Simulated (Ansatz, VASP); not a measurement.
## GaN: VASP beside Ansatz

The input INCAR:

```
SYSTEM = GaN
ALGO = Normal
EDIFF = 1E-7
ENCUT = 520
GGA = PS
ISIF = 2
ISMEAR = 0
LASPH = .TRUE.
LCHARG = .FALSE.
LREAL = .FALSE.
LWAVE = .FALSE.
NBANDS = 26
NELM = 100
PREC = Accurate
SIGMA = 0.01
```

Contents of KPOINTS:

```
k-points
0
G
  15 15 8
  0 0 0
```

The input POSCAR:

```
GaN
1.0
    3.1828228670      0.0000000000      0.0000000000
   -1.5914114335      2.7564054586      0.0000000000
    0.0000000000      0.0000000000      5.1856869688
Ga N
2 2
Direct
    0.3333333333      0.6666666667     -0.0183139130
    0.6666666667      0.3333333333      0.4816860870
    0.3333333333      0.6666666667      0.3953139130
    0.6666666667      0.3333333333      0.8953139130
```

Input for Ansatz:

```yaml
crystal:
  lattice:
    - [3.182822867, 0.0, 0.0]
    - [-1.5914114335, 2.7564054586, 0.0]
    - [0.0, 0.0, 5.1856869688]
  atoms:
    - { symbol: Ga, position: [0.3333333333, 0.6666666667, -0.018313913] }
    - { symbol: Ga, position: [0.6666666667, 0.3333333333, 0.481686087] }
    - { symbol: "N", position: [0.3333333333, 0.6666666667, 0.395313913] }
    - { symbol: "N", position: [0.6666666667, 0.3333333333, 0.895313913] }
basis:
  ecutwfc: 420
  xc_grid: 2
kpoints:
  mp_grid: { grid: [15, 15, 8] }
hamiltonian:
  xc: pbesol
  pseudopotentials: { kind: paw, azcp: { folder: soft_1 } }
scf:
  occupations: { method: fixed }
output:
  forces: true
  stress: true
  eigenvalues: true
  polarization: {}
```

Change from the starting cell: polar distortion scaled by 0.70.

Alike in both runs: task single point; functional PBEsol; k mesh 15 × 15 × 8; no spin polarisation.

|  | VASP | Ansatz |
| --- | --- | --- |
| version | VASP 6.6.1 | Ansatz 0.2.0 |
| potentials or method | VASP PAW PBE potentials, release 64 (Ga_d, N), cutoff 520 eV | scalar-relativistic, plane waves, PAW |
| occupations | gaussian, width 0.01 eV | fixed |
| valence electrons in the cell | 36 | 36 |

Ansatz gave:

```
gap on the k mesh at the Fermi level (eV)                     : 1.71
least direct gap on the mesh (eV)                             : 1.71
pressure (GPa)                                                : 2.8
traceless stress, the component that is largest in VASP (GPa) : -8.72
rms of the force components (eV/Å)                            : 0.732
```

Q: What did VASP give for the same quantities?

A: gap on the k mesh at the Fermi level (eV): 1.72; least direct gap on the mesh (eV): 1.72; pressure (GPa): 2.5; traceless stress, the component that is largest in VASP (GPa): -8.42; rms of the force components (eV/Å): 0.721.

VASP's potentials were made for PBE, not for PBEsol, and Ansatz warns of the same on its side. Atom by atom the forces differ by 0.011 eV/Å (rms over components).
